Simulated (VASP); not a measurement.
Wanted: the native input for a VASP 6.6.1 run.

```yaml
Task: relaxation of cell and atoms
Functional: r2SCAN
Potentials_or_basis: VASP PAW PBE potentials, release 64 (Sn_d, O)
Cutoff: 600 eV
k_mesh: 6 × 6 × 8
Occupations: fermi-dirac, width 0.02 eV
Spin: no spin polarisation
Dipole_correction: no
Further_INCAR_settings: ALGO = Normal; EDIFF = 1e-06; IBRION = 2; EDIFFG = -0.005; NSW = 80; ISIF = 3
```

Crystal: SnO2.

```
CELL_PARAMETERS angstrom
4.82719 0.00000 0.00000
0.00000 4.82719 0.00000
0.00000 0.00000 3.23815
ATOMIC_POSITIONS crystal
Sn 0.50000 0.50000 0.50000
Sn 0.00000 0.00000 0.00000
O 0.19342 0.80658 0.50000
O 0.80658 0.19342 0.50000
O 0.30658 0.30658 0.00000
O 0.69342 0.69342 0.00000
```

One way to write it, as run:

POSCAR

```
SnO2
1.0
    4.8271899938      0.0000000000      0.0000000000
    0.0000000000      4.8271899938      0.0000000000
    0.0000000000      0.0000000000      3.2381523545
Sn O
2 4
Direct
    0.5000000000      0.5000000000      0.5000000000
    0.0000000000      0.0000000000      0.0000000000
    0.1934234794      0.8065765206      0.5000000000
    0.8065765206      0.1934234794      0.5000000000
    0.3065765206      0.3065765206      0.0000000000
    0.6934234794      0.6934234794      0.0000000000
```

INCAR.step1

```
  PREC = Accurate
  ENCUT = 600
  ISMEAR = -1
  SIGMA = 0.02
  LREAL = F
  LASPH = T
  NELM = 60
  GGA = PE
  ALGO = Normal
  EDIFF = 1E-4
  LWAVE = T
  LCHARG = F
```

INCAR.step2

```
  PREC = Accurate
  ENCUT = 600
  EDIFF = 1E-6
  ISMEAR = -1
  SIGMA = 0.02
  LREAL = F
  LASPH = T
  NELM = 60
  ALGO = Normal
  ISIF = 3
  LWAVE = F
  LCHARG = F
  METAGGA = R2SCAN
  LMIXTAU = T
  IBRION = 2
  NSW = 80
  EDIFFG = -0.005
  ISTART = 1
```

KPOINTS

```
Automatic mesh
0
Gamma
  6 6 8
```

Potentials or basis: VASP PAW PBE potentials, release 64 (Sn_d, O).

Run with:

```bash
$ cat potpaw_PBE.64/Sn_d/POTCAR potpaw_PBE.64/O/POTCAR > POTCAR
$ cp INCAR.step1 INCAR
$ mpirun -np 1 vasp_std > vasp.out
$ cp INCAR.step2 INCAR
$ mpirun -np 1 vasp_std > vasp.out
```

Results of the run:

```
Relaxed volume                        : 12.13 Å³/atom
Relaxed cell                          : a = 4.764 Å, b = 4.764 Å, c = 3.207 Å, α = 90.00°, β = 90.00°, γ = 90.00°
Space group after relaxing (to 0.1 Å) : P4_2/mnm (No. 136)
Energy gained by relaxing             : 9.7 meV/atom
Ionic steps                           : 9
Pressure after relaxing               : 0.0 GPa
Band gap on the k mesh                : 1.74 eV
```

Caveat: the PAW data sets were made with another functional, which shifts forces and pressure a little; spin-orbit coupling is left out, which moves the levels of the heavy elements.

It took 51 min on 1 thread of Oxide Virtual Turin-like Processor, on a shared host, peak memory 0.27 GiB.
